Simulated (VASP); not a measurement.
# CdS2O2 (I4/mmm) in VASP: notebook, part 2 of 2

VASP 6.6.1. The steps go on from the part before.

## 4. Relaxation of cell and atoms, PBE

This run uses another cell than the first one, of 18.12 Å³/atom.

The input, INCAR:

```
SYSTEM = CdS2O2
PREC     = Accurate       ! precision mode
ENCUT    = 600            ! plane-wave cutoff, eV
EDIFF    = 1E-6           ! SCF threshold, eV
ISMEAR   = 0              ! smearing method
SIGMA    = 0.1            ! smearing width, eV
LREAL    = .False.        ! projectors in reciprocal space
LASPH    = .True.         ! aspherical terms in the spheres
NELM     = 80             ! most SCF steps
ALGO     = Normal         ! electronic algorithm
ISIF     = 3              ! what is computed and relaxed
LWAVE    = .False.        ! write WAVECAR
LCHARG   = .False.        ! write CHGCAR
GGA      = PE             ! functional
IBRION   = 2              ! ionic algorithm
NSW      = 90             ! ionic steps
EDIFFG   = -0.04          ! ionic threshold
```

The input, KPOINTS:

```
regular mesh
0
Gamma
  6 6 6
  0 0 0
```

The input, POSCAR:

```
CdS2O2
1.0
   -2.1255707100      2.1255707100      5.0142567400
    2.1255707100     -2.1255707100      5.0142567400
    2.1255707100      2.1255707100     -5.0142567400
Cd S O
1 2 2
Direct
    0.0000000000      0.0000000000      0.0000000000
    0.2500000000      0.7500000000      0.5000000000
    0.7500000000      0.2500000000      0.5000000000
    0.6412651500      0.6412651500      0.0000000000
    0.3587348500      0.3587348500      0.0000000000
```

On the command line:

```console
cat potpaw_PBE.64/Cd/POTCAR potpaw_PBE.64/S/POTCAR potpaw_PBE.64/O/POTCAR > POTCAR
mpirun -np 1 vasp_std > vasp.out
```

It took 20 min on 1 thread of Intel Xeon Platinum 8375C at 2.90GHz (Ice Lake), shared host; peak memory 0.39 GiB.

Results (log left out):

| Quantity | Value |
| --- | --- |
| Free energy | -17.0587 eV |
| Relaxed volume | 17.87 Å³/atom |
| Relaxed cell | a = 5.416 Å, b = 5.416 Å, c = 5.416 Å, α = 130.67°, β = 130.67°, γ = 72.34° |
| Space group after relaxing (to 0.1 Å) | I4/mmm (No. 139) |
| Energy gained by relaxing | 637.4 meV/atom |
| Ionic steps | 20 |
| Pressure after relaxing | 0.0 GPa |
| Largest force after relaxing | 0.003 eV/Å |
| Band gap on the k mesh | zero (bands 18 and 19 overlap by 4.50 eV) |

Forces in eV/Å, atoms in the order of the input:
```
Cd   0.000  0.000  0.000
S    0.000  0.000  0.000
S    0.000  0.000  0.000
O    0.000  0.000  0.003
O    0.000  0.000 -0.003
```

Stress tensor (GPa, compression positive):
```
-0.09  0.00  0.00
 0.00 -0.09  0.00
 0.00  0.00  0.06
```

The path:
```csv
step,energy change (eV),largest force (eV/Å),pressure (GPa),volume (Å³)
1,0.0000,2.4763,-8.83,90.62
2,-1.1483,2.2167,-1.16,78.08
3,-1.4241,1.5473,11.34,68.98
4,-2.0175,0.8250,11.07,69.17
5,-2.3117,0.4258,13.34,69.03
6,-0.1907,7.5067,38.53,67.66
7,-2.3073,0.5423,12.73,68.98
8,-2.2823,0.8390,19.05,68.49
9,-2.3726,0.2532,14.47,68.82
10,-2.7736,1.1718,-3.59,81.86
11,-2.7975,1.0337,-0.84,78.97
12,-2.8879,0.7904,-0.63,79.96
13,-2.9752,0.0731,0.37,82.04
14,-3.0494,0.0966,0.30,83.15
15,-3.1695,0.1272,0.67,86.29
16,-3.1776,0.1213,0.89,87.28
17,-3.1864,0.0783,-0.38,89.63
18,-3.1864,0.0814,-0.32,89.50
19,-3.1866,0.0682,0.20,89.24
20,-3.1871,0.0033,-0.04,89.36
```

Final structure:
```yaml
crystal:
  lattice:
    - [-2.26042, 2.26042, 4.37236]
    - [2.26042, -2.26042, 4.37236]
    - [2.26042, 2.26042, -4.37236]
  atoms:
    - { symbol: Cd, position: [0.00000, 0.00000, 0.00000] }
    - { symbol: S, position: [0.25000, 0.75000, 0.50000] }
    - { symbol: S, position: [0.75000, 0.25000, 0.50000] }
    - { symbol: O, position: [0.75713, 0.75713, 0.00000] }
    - { symbol: O, position: [0.24287, 0.24287, 0.00000] }
```

Levels at points of the mesh, in eV from the Fermi level:
```
           k point  band 13  band 14  band 15  band 16  band 17  band 18  band 19  band 20  band 21  band 22
(0.00, 0.00, 0.00)    -4.90    -4.90    -3.56    -1.41    -0.28     0.62     2.66     2.66     3.05     3.05
(0.50, 0.00, 0.00)    -4.44    -3.01    -2.86    -1.57    -0.93    -0.65    -0.63     2.64     2.65     2.67
(0.50, 0.50, 0.00)    -3.30    -2.73    -2.04    -1.98    -1.93    -1.79    -1.53    -0.22    -0.21     2.94
(0.50, 0.50, 0.50)    -4.58    -4.58    -3.42    -1.03    -0.16     2.70     2.70     2.86     2.86     3.54
```

## 5. Single point, PBE

This run uses another cell than the first one, of 17.82 Å³/atom.

The input, INCAR:

```
SYSTEM = CdS2O2
PREC = Accurate
ENCUT = 520
EDIFF = 1E-7
ISMEAR = 0
SIGMA = 0.1
LREAL = .False.
LASPH = .True.
NELM = 100
ALGO = Normal
ISIF = 2
LWAVE = .False.
LCHARG = .True.
GGA = PE
LELF = .True.
LVHAR = .True.
NBANDS = 26
```

The input, KPOINTS:

```
regular mesh
0
Gamma
  12 12 12
  0 0 0
```

The input, POSCAR:

```
CdS2O2
1.0
   -2.2604735030      2.2604735030      4.3581482434
    2.2604735030     -2.2604735030      4.3581482434
    2.2604735030      2.2604735030     -4.3581482434
Cd S O
1 2 2
Direct
    0.0000000000      0.0000000000      0.0000000000
    0.2500000000      0.7500000000      0.5000000000
    0.7500000000      0.2500000000      0.5000000000
    0.7579786111      0.7579786111      0.0000000000
    0.2420213889      0.2420213889      0.0000000000
```

On the command line:

```console
cat potpaw_PBE.64/Cd/POTCAR potpaw_PBE.64/S/POTCAR potpaw_PBE.64/O/POTCAR > POTCAR
mpirun -np 1 vasp_std > vasp.out
```

It took 5.1 min on 1 thread of Intel Xeon Platinum 8375C at 2.90GHz (Ice Lake), shared host; peak memory 0.49 GiB.

Results (log left out):

* Free energy: -17.0901 eV
* Pressure: 0.3 GPa
* Largest force: 0.150 eV/Å
* Band gap on the k mesh: zero (bands 18 and 19 overlap by 4.50 eV)

Forces in eV/Å, atoms in the order of the input:
```
Cd   0.000  0.000  0.000
S    0.000  0.000  0.000
S    0.000  0.000  0.000
O    0.000  0.000 -0.150
O    0.000  0.000  0.150
```

Stress tensor (GPa, compression positive):
```
-0.10  0.00  0.00
 0.00 -0.10  0.00
 0.00  0.00  1.21
```

Levels at points of the mesh, in eV from the Fermi level:
```tsv
k point	band 16	band 17	band 18	band 19	band 20	band 21
(0.00, 0.00, 0.00)	-1.42	-0.29	0.70	2.65	2.65	3.03
(0.50, 0.00, 0.00)	-1.58	-0.93	-0.64	-0.63	2.64	2.66
(0.50, 0.50, 0.00)	-1.98	-1.94	-1.79	-1.52	-0.22	-0.21
(0.50, 0.50, 0.50)	-1.03	-0.15	2.69	2.69	2.85	2.85
```

## 6. The runs side by side

| task | cell | k mesh | cutoff (eV) | gap on the mesh (eV) | pressure (GPa) | largest force (eV/Å) |
| --- | --- | --- | --- | --- | --- | --- |
| single point | a = 5.416 Å, angles 130.6, 130.6, 72.4°, 5 atoms, atomic positions A | 6 × 6 × 6 | 520 | none | 0.4 | 0.15 |
| single point | a = 5.846 Å, angles 137.4, 137.4, 61.9°, 5 atoms, atomic positions B | 6 × 6 × 6 | 520 | none | -8.8 | 2.48 |
| relaxation of cell and atoms | relaxed from a = 5.846 Å, angles 137.4, 137.4, 61.9°, 5 atoms, atomic positions B | 6 × 6 × 6 | 600 | none | 0.0 | - |
| single point | a = 5.405 Å, angles 130.6, 130.6, 72.5°, 5 atoms, atomic positions C | 12 × 12 × 12 | 520 | none | 0.3 | 0.15 |

Alike in all rows: level PBE; potentials or basis VASP PAW PBE potentials, release 64 (Cd, S, O); no spin polarisation; smearing gaussian 0.1 eV.

Caveats: the stress differs along the axes, from -14 to -6 GPa (at least some runs); semilocal functionals underestimate gaps, and a narrow one can read as zero (at least some runs); forces of over 1 eV/Å act on the atoms, so gaps and moduli don't describe the material at rest (at least some runs).

Total energies depend on the potentials used, so only differences within one code and one set of settings carry meaning.
